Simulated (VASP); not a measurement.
# Cd (R-3m) in VASP: single point with r2SCAN

Aim: the single point of Cd with r2SCAN.

Everything below comes from runs of VASP 6.6.1. Logs are shortened: lines on timing, memory, paths and dates and some standing lists are left out, and cuts for length are marked.

### Step 1. The cell of the first run

Symmetry: R-3m, No. 166, trigonal system. Conventional cell: a = 3.386 Å, b = 3.386 Å, c = 6.559 Å, α = 90.00°, β = 90.00°, γ = 120.00°. Cd (site symmetry -3m) has 12 Cd at 2.93 to 3.39 Å within 3.9 Å.

### Step 2. Single point, r2SCAN, non-collinear spin, zero start, spin-orbit coupling

File POSCAR:

```
Cd
1.0
    1.6931760000      0.9775600000      2.1864490000
   -1.6931760000      0.9775600000      2.1864490000
    0.0000000000     -1.9551100000      2.1864490000
Cd
1
Direct
    0.0000000000      0.0000000000      0.0000000000
```

File INCAR.step1:

```
SYSTEM = Cd
PREC = Accurate
ENCUT = 520
ISMEAR = -1
SIGMA = 0.1
LREAL = .FALSE.
LASPH = .TRUE.
NELM = 150
MAGMOM = 0 0 0
LSORBIT = .TRUE.
GGA_COMPAT = .FALSE.
NBANDS = 23
GGA = PE
ALGO = Normal
EDIFF = 1E-4
LWAVE = .TRUE.
LCHARG = .FALSE.
```

File INCAR.step2:

```
SYSTEM = Cd
PREC = Accurate
ENCUT = 520
EDIFF = 1E-6
ISMEAR = -1
SIGMA = 0.1
LREAL = .FALSE.
LASPH = .TRUE.
NELM = 150
ALGO = Normal
ISIF = 2
LWAVE = .FALSE.
LCHARG = .TRUE.
MAGMOM = 0 0 0
LORBIT = 11
LSORBIT = .TRUE.
GGA_COMPAT = .FALSE.
LORBMOM = .TRUE.
METAGGA = R2SCAN
LMIXTAU = .TRUE.
LVHAR = .TRUE.
NBANDS = 23
ISTART = 1
```

File KPOINTS:

```
Automatic mesh
0
G
  10 10 10
  0 0 0
```

Potentials or basis: VASP PAW PBE potentials, release 64 (Cd).

Command:

```console
$ cat potpaw_PBE.64/Cd/POTCAR > POTCAR
$ cp INCAR.step1 INCAR
$ mpirun -np 1 vasp_ncl > vasp.out
$ cp INCAR.step2 INCAR
$ mpirun -np 1 vasp_ncl > vasp.out
```

OUTCAR:

```text
SYSTEM = Cd
   PREC = Accurate
   ENCUT = 520
   EDIFF = 1E-6
   ISMEAR = -1
   LREAL = .FALSE.
   LASPH = .TRUE.
   NELM = 150
   ISIF = 2
   LORBIT = 11
   LSORBIT = .TRUE.
   METAGGA = R2SCAN
   ISTART = 1

 ion  position               nearest neighbor table
   1  0.000  0.000  0.000-

  LATTYP: Found a trigonal (rhomboedric) cell.
 ALAT       =     2.9330895557
 COS(alpha) =     0.3335249191

  Lattice vectors:

 A1 = (   1.6931760000,   0.9775600000,   2.1864490000)
 A2 = (  -1.6931760000,   0.9775600000,   2.1864490000)
 A3 = (   0.0000000000,  -1.9551100000,   2.1864490000)

Analysis of symmetry for initial positions (statically):
=====================================================================
 Subroutine PRICEL returns:
 Original cell was already a primitive cell.

 Routine SETGRP: Setting up the symmetry group for a
 trigonal (rhombohedral) supercell.

 Subroutine GETGRP returns: Found 12 space group operations
 (whereof 12 operations were pure point group operations)
 out of a pool of 12 trial point group operations.

The static configuration has the point symmetry D_3d.

Analysis of symmetry for dynamics (positions and initial velocities):
=====================================================================
 Subroutine PRICEL returns:
 Original cell was already a primitive cell.

 Routine SETGRP: Setting up the symmetry group for a
 trigonal (rhombohedral) supercell.

 Subroutine GETGRP returns: Found 12 space group operations
 (whereof 12 operations were pure point group operations)
 out of a pool of 12 trial point group operations.

The dynamic configuration has the point symmetry D_3d.

Analysis of structural, dynamic, and magnetic symmetry:
=====================================================================
 Subroutine PRICEL returns:
 Original cell was already a primitive cell.

 Routine SETGRP: Setting up the symmetry group for a
 trigonal (rhombohedral) supercell.

 Subroutine GETGRP returns: Found 12 space group operations
 (whereof 12 operations were pure point group operations)
 out of a pool of 12 trial point group operations.

The overall configuration has the point symmetry D_3d.

 Subroutine INISYM returns: Found 12 space group operations
 (whereof 12 operations are pure point group operations),
 and found     1 'primitive' translations

----------------------------------------------------------------------------------------

                                     Primitive cell

  volume of cell :      21.7137

  direct lattice vectors                    reciprocal lattice vectors
     1.693176000  0.977560000  2.186449000     0.295303028  0.170493100  0.152453940
    -1.693176000  0.977560000  2.186449000    -0.295303028  0.170493100  0.152453940
     0.000000000 -1.955110000  2.186449000     0.000000000 -0.340986200  0.152454720

  length of vectors
     2.933091841  2.933091841  2.933089556     0.373515702  0.373515702  0.373515770

  position of ions in fractional coordinates (direct lattice)
     0.000000000  0.000000000  0.000000000

  ion indices of the primitive-cell ions
   primitive index   ion index
                 1           1

----------------------------------------------------------------------------------------

 KPOINTS: Automatic mesh

Automatic generation of k-mesh.
 Grid dimensions read from file:
 generate k-points for:   10   10   10

 Generating k-lattice:

  Cartesian coordinates                     Fractional coordinates (reciprocal lattice)
     0.029530303  0.017049310  0.015245394     0.100000000 -0.000000000 -0.000000000
    -0.029530303  0.017049310  0.015245394    -0.000000000  0.100000000 -0.000000000
     0.000000000 -0.034098620  0.015245472    -0.000000000 -0.000000000  0.100000000

  Length of vectors
     0.037351570  0.037351570  0.037351577

  Shift w.r.t. Gamma in fractional coordinates (k-lattice)
     0.000000000  0.000000000  0.000000000

 Subroutine IBZKPT returns following result:
 ===========================================

 Found    116 irreducible k-points:

 Following reciprocal coordinates:
            Coordinates               Weight
  0.000000  0.000000  0.000000      1.000000
  0.100000  0.000000  0.000000      6.000000
  0.200000  0.000000  0.000000      6.000000
  0.300000  0.000000 -0.000000      6.000000
  0.400000  0.000000  0.000000      6.000000
  0.500000  0.000000  0.000000      3.000000
[... 16 lines left out ...]
  0.300000  0.300000 -0.000000      6.000000
  0.400000  0.300000 -0.000000     12.000000
 [... further k-points ...]
   k-points           NKPTS =    116   k-points in BZ     NKDIM =    116   number of bands    NBANDS=     23
   number of dos      NEDOS =    301   number of ions     NIONS =      1
   total plane-waves  NPLWV =  13824
   dimension x,y,z NGX =    24 NGY =   24 NGZ =   24
   dimension x,y,z NGXF=    48 NGYF=   48 NGZF=   48
   ions per type =               1
   NGX,Y,Z   is equivalent  to a cutoff of  13.60, 13.60, 13.60 a.u.
   NGXF,Y,Z  is equivalent  to a cutoff of  27.21, 27.21, 27.21 a.u.
 SYSTEM =  Cd
   PREC   = accura    normal or accurate (medium, high low for compatibility)
   ISTART =      1    job   : 0-new  1-cont  2-samecut
   ICHARG =      0    charge: 1-file 2-atom 10-const
   ISPIN  =      1    spin polarized calculation?
   LNONCOLLINEAR =      T non collinear calculations
   LSORBIT =      T    spin-orbit coupling
   LASPH  =      T    aspherical Exc in radial PAW
   ENCUT  =  520.0 eV  38.22 Ry    6.18 a.u.   5.45  5.45  5.45*2*pi/ulx,y,z
   NELM   =    150;   NELMIN=  2; NELMDL=  0     # of ELM steps
   EDIFF  = 0.1E-05   stopping-criterion for ELM
   LREAL  =      F    real-space projection
   EDIFFG = 0.1E-04   stopping-criterion for IOM
   NSW    =      0    number of steps for IOM
   IBRION =     -1    ionic relax: 0-MD 1-quasi-New 2-CG
   NFREE  =      0    steps in history (QN), initial steepest desc. (CG)
   ISIF   =      2    stress and relaxation
   ISYM   =      2    0-nonsym 1-usesym 2-fastsym
   POTIM  = 0.5000    time-step for ionic-motion
   TEBEG  =    0.0;   TEEND  =   0.0 temperature during run
   PSTRESS=    0.0 pullay stress
   NELECT =      12.0000    total number of electrons
   NUPDOWN=      -1.0000    fix difference up-down
   EMIN   =  10.00;   EMAX   =-10.00  energy-range for DOS
   EFERMI =   0.00;   METHOD = LEGACY
   ISMEAR =    -1;   SIGMA  =   0.10  broadening in eV -4-tet -1-fermi 0-gaus
   EFERMI_NEDOS =   21; number of points for ismear=-14 and -15
   IALGO  =     38    algorithm
   IMIX   =      4    mixing-type and parameters
     AMIX     =   0.40;   BMIX     =  1.00
     AMIX_MAG =   1.60;   BMIX_MAG =  1.00
  volume/ion in A,a.u.               =      21.71       146.53
  Fermi-wavevector in a.u.,A,eV,Ry     =   1.343457  2.538765 24.556830  1.804876
  Thomas-Fermi vector in A             =   2.471529
   LORBIT       =     11    0 simple, 1 ext, 2 COOP (PROOUT), +10 PAW based schemes
   METAGGA = R2SCAN    functional components
   LHFCALC =     F    Hartree Fock is set to
   AEXX    =    0.0000 exact exchange contribution
   IVDW    =     0    specifies the selected vdW correction
   LEPSILON=     F    determine dielectric tensor
   LRPA    =     F    only Hartree local field effects (RPA)
  energy-cutoff  :      520.00
  volume of cell :       21.71
 maximum number of plane-waves:      1206
 NGX is ok and might be reduce to    24
   NGX = 11   NGY = 11   NGZ = 11

 number of electron      12.0000005 magnetization      -0.0000000      0.0000000      0.0000000

 number of electron      12.0000005 magnetization       0.0000000     -0.0000000     -0.0000000

 number of electron      12.0000005 magnetization      -0.0000000     -0.0000000     -0.0000000

 number of electron      12.0000005 magnetization       0.0000000      0.0000000      0.0000000

 Free energy of the ion-electron system (eV)
  ---------------------------------------------------
  ext. energy  EPLUGINS =         0.00000000
  ---------------------------------------------------
  free energy    TOTEN  =       -20.06254171 eV

  energy without entropy =      -20.04864976  energy(sigma->0) =      -20.05559573

 E-fermi :   2.6634     XC(G=0): -11.7403

 val. band max:        2.6104252635   @ k =  -0.4000  -0.4000   0.2000
 cond. band min:       2.6963106199   @ k =  -0.4000   0.4000   0.4000
 fundamental gap:      0.0858853564
 Fermi energy:         2.6633666406

 k-point     1 :       0.0000    0.0000    0.0000
  band No.  band energies     occupation
      1      -7.3761      1.00000
      2      -7.3761      1.00000
      3      -7.3609      1.00000
      4      -7.3609      1.00000
      5      -6.5090      1.00000
      6      -6.5090      1.00000
[... 15 lines left out ...]
     22      19.9774      0.00000
     23      21.5050      0.00000

 k-point     2 :       0.1000    0.0000    0.0000
  band No.  band energies     occupation
      1      -7.3631      1.00000
      2      -7.3631      1.00000
      3      -7.3297      1.00000
      4      -7.3297      1.00000
      5      -6.4163      1.00000
      6      -6.4163      1.00000
[... 15 lines left out ...]
     22      20.8797      0.00000
     23      23.4552      0.00000

 k-point     3 :       0.2000    0.0000    0.0000
  band No.  band energies     occupation
      1      -7.3542      1.00000
      2      -7.3542      1.00000
      3      -7.2991      1.00000
      4      -7.2991      1.00000
      5      -6.3255      1.00000
      6      -6.3255      1.00000
[... 15 lines left out ...]
     22      21.4949      0.00000
     23      23.3263      0.00000
[... 495 lines left out ...]
 k-point    23 :       0.3000    0.3000   -0.0000
  band No.  band energies     occupation
      1      -7.4647      1.00000
      2      -7.4647      1.00000
      3      -7.1372      1.00000
      4      -7.1372      1.00000
      5      -6.2672      1.00000
      6      -6.2672      1.00000
[... 15 lines left out ...]
     22      19.3712      0.00000
     23      26.6893      0.00000

 k-point    24 :       0.4000    0.3000   -0.0000
  band No.  band energies     occupation
      1      -7.5100      1.00000
      2      -7.5100      1.00000
      3      -7.2278      1.00000
      4      -7.2278      1.00000
      5      -6.2558      1.00000
      6      -6.2558      1.00000
[... 15 lines left out ...]
     22      18.6878      0.00000
     23      26.1179      0.00000

 [... further k-points ...]

------------------------ aborting loop because EDIFF is reached ----------------------------------------

  FORCE on cell =-STRESS in cart. coord.  units (eV):
  Direction    XX          YY          ZZ          XY          YZ          ZX
  --------------------------------------------------------------------------------------
  -------------------------------------------------------------------------------------
  Total        0.1638260      0.1638264      1.0386531      0.0000000      0.0000016     -0.0000000
  in kB       12.0881231     12.0881490     76.6384078      0.0000000      0.0001168     -0.0000000
  external PRESSURE =      33.6048933 kB  Pullay stress =       0.0000000 kB

 VOLUME and BASIS-vectors are now :
 -----------------------------------------------------------------------------
  energy-cutoff  :      520.00
  volume of cell :       21.71
      direct lattice vectors                 reciprocal lattice vectors
     1.693176000  0.977560000  2.186449000     0.295303028  0.170493100  0.152453940
    -1.693176000  0.977560000  2.186449000    -0.295303028  0.170493100  0.152453940
     0.000000000 -1.955110000  2.186449000     0.000000000 -0.340986200  0.152454720

 POSITION                                       TOTAL-FORCE (eV/Angst)
 -----------------------------------------------------------------------------------
      0.00000      0.00000      0.00000        -0.000000     -0.000000      0.000000
 -----------------------------------------------------------------------------------
    total drift:                               -0.000000     -0.000000     -0.000000

  FREE ENERGIE OF THE ION-ELECTRON SYSTEM (eV)
  ---------------------------------------------------
  free  energy   TOTEN  =       -20.0625417050 eV

  energy  without entropy=      -20.0486497555  energy(sigma->0) =      -20.05559573

 orbital moment (x)

 # of ion     p       d       tot
 ----------------------------------------
  1         0.000   0.000   0.000
 ----------------------------------------
            0.000   0.000   0.000

 orbital moment (y)

 # of ion     p       d       tot
 ----------------------------------------
  1        -0.000   0.000  -0.000
 ----------------------------------------
           -0.000   0.000  -0.000

 orbital moment (z)

 # of ion     p       d       tot
 ----------------------------------------
  1         0.000   0.000   0.000
 ----------------------------------------
            0.000   0.000   0.000

 Spin-Orbit-Coupling matrix elements

 Ion:    1  E_soc:     -0.0580054
 l=   1
     0.0000000    -0.0027183    -0.0024065
    -0.0027183     0.0000000    -0.0027183
    -0.0024065    -0.0027183     0.0000000
 l=   2
     0.0000000    -0.0014104     0.0000000    -0.0014104    -0.0055235
    -0.0014104     0.0000000    -0.0042685    -0.0014576    -0.0014104
     0.0000000    -0.0042685     0.0000000    -0.0042685     0.0000000
    -0.0014104    -0.0014576    -0.0042685     0.0000000    -0.0014104
    -0.0055235    -0.0014104     0.0000000    -0.0014104     0.0000000
 l=   3
     0.0000000     0.0000000     0.0000000     0.0000000     0.0000000     0.0000000     0.0000000
     0.0000000     0.0000000     0.0000000     0.0000000     0.0000000     0.0000000     0.0000000
     0.0000000     0.0000000     0.0000000     0.0000000     0.0000000     0.0000000     0.0000000
     0.0000000     0.0000000     0.0000000     0.0000000     0.0000000     0.0000000     0.0000000
     0.0000000     0.0000000     0.0000000     0.0000000     0.0000000     0.0000000     0.0000000
     0.0000000     0.0000000     0.0000000     0.0000000     0.0000000     0.0000000     0.0000000
     0.0000000     0.0000000     0.0000000     0.0000000     0.0000000     0.0000000     0.0000000

 total charge

# of ion       s       p       d       tot
------------------------------------------
    1        0.559   0.303   9.491  10.353

 magnetization (x)

# of ion       s       p       d       tot
------------------------------------------
    1        0.000   0.000   0.000   0.000

 magnetization (y)

# of ion       s       p       d       tot
------------------------------------------
    1        0.000   0.000   0.000   0.000

 magnetization (z)

# of ion       s       p       d       tot
------------------------------------------
    1        0.000   0.000   0.000   0.000
```

It took 11 min on 1 thread of Intel Xeon 8259CL, shared host; peak memory 0.27 GiB.

What came out:

- Free energy: -20.0625 eV
- Pressure: 3.4 GPa
- Net moment: 0.00 μB per cell
- Valence electrons inside the program's atomic spheres: Cd 10.35

Stress tensor (GPa, compression positive):
```
1.21 0.00 0.00
0.00 1.21 0.00
0.00 0.00 7.66
```

Moments on the atoms (μB; x, y, z):
```
Cd  0.00 0.00 0.00
```

Caveat: the cell stands under pressure; the PAW data sets were made with another functional, which shifts forces and pressure a little.
